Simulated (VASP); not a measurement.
# BN (Cmc2_1) in VASP: a series of runs, part 2 of 2

VASP 6.6.1.

## 3. Single point, PBE (mode 4 (471.6 1/cm) frozen in, largest displacement +0.150 Å)

Contents of INCAR:

```
  PREC = Accurate
  ENCUT = 520
  EDIFF = 1E-6
  ISMEAR = 0
  SIGMA = 0.05
  LREAL = F
  LASPH = T
  NELM = 100
  ALGO = Normal
  ISIF = 2
  LWAVE = F
  LCHARG = T
  GGA = PE
  LELF = T
  LVHAR = T
  NBANDS = 16
```

Contents of KPOINTS:

```
regular mesh
0
Gamma
  12 12 6
```

Contents of POSCAR:

```
BN
1.0
    2.5539396017      0.0000000000      0.0000000000
   -1.2769698009      2.2117765748      0.0000000000
    0.0000000000      0.0000000000      4.2268550000
B N
2 2
Direct
    0.6983243099      0.3966486197      0.9997240000
    0.3016756901      0.6033513803      0.4997240000
    0.6327572742      0.2655145483      0.6252760000
    0.3672427258      0.7344854517      0.1252760000
```

Potentials or basis: VASP PAW PBE potentials, release 64 (B, N).

On the command line:

```
$ cat potpaw_PBE.64/B/POTCAR potpaw_PBE.64/N/POTCAR > POTCAR
$ mpirun -np 1 vasp_std > vasp.out
```

OUTCAR:

```text
PREC = Accurate
   ENCUT = 520
   EDIFF = 1E-6
   ISMEAR = 0
   LREAL = F
   LASPH = T
   NELM = 100
   ISIF = 2
   GGA = PE

 ion  position               nearest neighbor table
   1  0.698  0.397  1.000-   4 1.56   4 1.57   4 1.57   3 1.61
   2  0.302  0.603  0.500-   3 1.56   3 1.57   3 1.57   4 1.61
   3  0.633  0.266  0.625-   2 1.56   2 1.57   2 1.57   1 1.61
   4  0.367  0.734  0.125-   1 1.56   1 1.57   1 1.57   2 1.61

  LATTYP: Found a hexagonal cell.
 ALAT       =     2.5539396017
 C/A-ratio  =     1.6550332659

  Lattice vectors:

 A1 = (   2.5539396017,   0.0000000000,   0.0000000000)
 A2 = (  -1.2769698009,   2.2117765748,   0.0000000000)
 A3 = (   0.0000000000,   0.0000000000,   4.2268550000)

Analysis of symmetry for initial positions (statically):
=====================================================================
 Subroutine PRICEL returns:
 Original cell was already a primitive cell.

 Routine SETGRP: Setting up the symmetry group for a
 hexagonal supercell.

 Subroutine GETGRP returns: Found  4 space group operations
 (whereof  2 operations were pure point group operations)
 out of a pool of 24 trial point group operations.

The static configuration has the point symmetry C_1h.
 The point group associated with its full space group is C_2v.

Analysis of symmetry for dynamics (positions and initial velocities):
=====================================================================
 Subroutine PRICEL returns:
 Original cell was already a primitive cell.

 Routine SETGRP: Setting up the symmetry group for a
 hexagonal supercell.

 Subroutine GETGRP returns: Found  4 space group operations
 (whereof  2 operations were pure point group operations)
 out of a pool of 24 trial point group operations.

The dynamic configuration has the point symmetry C_1h.
 The point group associated with its full space group is C_2v.
[... 121 lines left out ...]
   IMIX   =      4    mixing-type and parameters
     AMIX     =   0.40;   BMIX     =  1.00
     AMIX_MAG =   1.60;   BMIX_MAG =  1.00
  volume/ion in A,a.u.               =       5.97        40.28
  Fermi-wavevector in a.u.,A,eV,Ry     =   1.432600  2.707222 27.923836  2.052344
  Thomas-Fermi vector in A             =   2.552210
   LORBIT       =      0    0 simple, 1 ext, 2 COOP (PROOUT), +10 PAW based schemes
   GGA     = PE    functional components
   LHFCALC =     F    Hartree Fock is set to
   AEXX    =    0.0000 exact exchange contribution
   IVDW    =     0    specifies the selected vdW correction
   LEPSILON=     F    determine dielectric tensor
   LRPA    =     F    only Hartree local field effects (RPA)
 non-spin polarized calculation
 Gauss-broadening in eV      SIGMA  =   0.05
  energy-cutoff  :      520.00
  volume of cell :       23.88
 maximum number of plane-waves:       660
   NGX =  9   NGY =  9   NGZ = 15

 number of electron      16.0000000 magnetization

 Free energy of the ion-electron system (eV)
  ---------------------------------------------------
  ext. energy  EPLUGINS =         0.00000000
  ---------------------------------------------------
  free energy    TOTEN  =       -34.39704519 eV

  energy without entropy =      -34.39704519  energy(sigma->0) =      -34.39704519

 E-fermi :   7.7125     XC(G=0): -12.7860

 val. band max:        7.4522163082   @ k =   0.0000   0.0000   0.0000
 cond. band min:      12.3728733536   @ k =   0.3333   0.3333   0.0000
 fundamental gap:      4.9206570454
 Fermi energy:         7.7124564087

 k-point     1 :       0.0000    0.0000    0.0000
  band No.  band energies     occupation
      1     -12.8349      2.00000
      2      -8.7063      2.00000
      3      -3.3150      2.00000
      4       5.3564      2.00000
      5       5.6292      2.00000
      6       7.1759      2.00000
[... 433 lines left out ...]
      3      -1.3972      2.00000
      4      -0.5465      2.00000
      5       1.0065      2.00000
      6       2.6362      2.00000
[... 8 lines left out ...]
     15      23.4194      0.00000
     16      24.1205      0.00000

 [... further k-points ...]

------------------------ aborting loop because EDIFF is reached ----------------------------------------

  FORCE on cell =-STRESS in cart. coord.  units (eV):
  Direction    XX          YY          ZZ          XY          YZ          ZX
  --------------------------------------------------------------------------------------
  -------------------------------------------------------------------------------------
  Total       -0.5461172      0.1010944      0.3006692     -0.0000000      0.0000000      0.0000000
  in kB      -36.6460537      6.7837264     20.1757756     -0.0000000      0.0000000      0.0000000
  external PRESSURE =      -3.2288505 kB  Pullay stress =       0.0000000 kB

 VOLUME and BASIS-vectors are now :
 -----------------------------------------------------------------------------
  energy-cutoff  :      520.00
  volume of cell :       23.88
      direct lattice vectors                 reciprocal lattice vectors
     2.553939602  0.000000000  0.000000000     0.391551938  0.226062617  0.000000000
    -1.276969801  2.211776575  0.000000000     0.000000000  0.452125233  0.000000000
     0.000000000  0.000000000  4.226855000     0.000000000  0.000000000  0.236582518

 POSITION                                       TOTAL-FORCE (eV/Angst)
 -----------------------------------------------------------------------------------
      1.27697      0.87730      4.22569         0.000000     -1.109493      0.052469
     -0.00000      1.33448      2.11226        -0.000000      1.109493      0.052469
      1.27697      0.58726      2.64295        -0.000000      1.887269     -0.052469
     -0.00000      1.62452      0.52952         0.000000     -1.887269     -0.052469
 -----------------------------------------------------------------------------------
    total drift:                               -0.000000     -0.000000      0.000353

  FREE ENERGIE OF THE ION-ELECTRON SYSTEM (eV)
  ---------------------------------------------------
  free  energy   TOTEN  =       -34.3970451855 eV

  energy  without entropy=      -34.3970451855  energy(sigma->0) =      -34.39704519
```

OSZICAR:

```text
N       E                     dE             d eps       ncg     rms          rms(c)
DAV:   1     0.371521651477E+02    0.37152E+02   -0.82757E+03  5512   0.971E+02
DAV:   2    -0.340704306769E+02   -0.71223E+02   -0.66622E+02  7904   0.227E+02
DAV:   3    -0.362704803122E+02   -0.22000E+01   -0.21953E+01  6296   0.364E+01
DAV:   4    -0.362756965746E+02   -0.52163E-02   -0.52160E-02  6528   0.204E+00
DAV:   5    -0.362757104869E+02   -0.13912E-04   -0.13912E-04  6144   0.972E-02    0.935E+00
DAV:   6    -0.345451301741E+02    0.17306E+01   -0.22461E+00  6928   0.136E+01    0.440E+00
DAV:   7    -0.344248434372E+02    0.12029E+00   -0.29719E-01  6936   0.442E+00    0.272E+00
DAV:   8    -0.343980154262E+02    0.26828E-01   -0.52085E-02  6632   0.185E+00    0.255E-01
DAV:   9    -0.343967960792E+02    0.12193E-02   -0.19515E-03  6376   0.522E-01    0.132E-01
DAV:  10    -0.343970374039E+02   -0.24132E-03   -0.47828E-04  6512   0.172E-01    0.248E-02
DAV:  11    -0.343970429577E+02   -0.55538E-05   -0.26862E-05  6808   0.502E-02    0.137E-02
DAV:  12    -0.343970450960E+02   -0.21383E-05   -0.47687E-06  6272   0.213E-02    0.181E-03
DAV:  13    -0.343970451855E+02   -0.89497E-07   -0.14724E-07  2776   0.435E-03
   1 F= -.34397045E+02 E0= -.34397045E+02  d E =-.560866E-16
```

stdout:

```text
POSCAR found type information on POSCAR B N
 POSCAR found :  2 types and       4 ions
 scaLAPACK will be used
 LDA part: xc-table for (Slater+PW92), standard interpolation
 POSCAR, INCAR and KPOINTS ok, starting setup
 FFT: planning ... GRIDC
 FFT: planning ... GRID_SOFT
 FFT: planning ... GRID
 WAVECAR not read
 entering main loop
```

Run time: 27 s. Hardware: 1 thread of Intel Xeon 6975P-C (Granite Rapids), shared host; peak memory 0.17 GiB.

Results:

```yaml
Free_energy: -34.3970 eV
Pressure: -0.3 GPa
Largest_force: 1.888 eV/Å
Band_gap_on_the_k_mesh: 4.92 eV, indirect (least direct gap 7.83 eV)
```

Forces in eV/Å, atoms in the order of the input:
```
B    0.000 -1.109  0.052
B    0.000  1.109  0.052
N    0.000  1.887 -0.052
N    0.000 -1.887 -0.052
```

Caveat: the cell differs from its parent crystal (mode 4 (471.6 1/cm) frozen in, largest displacement +0.150 Å); forces of over 1 eV/Å act on the atoms, so gaps and moduli don't describe the material at rest. A k mesh can miss the band edges.
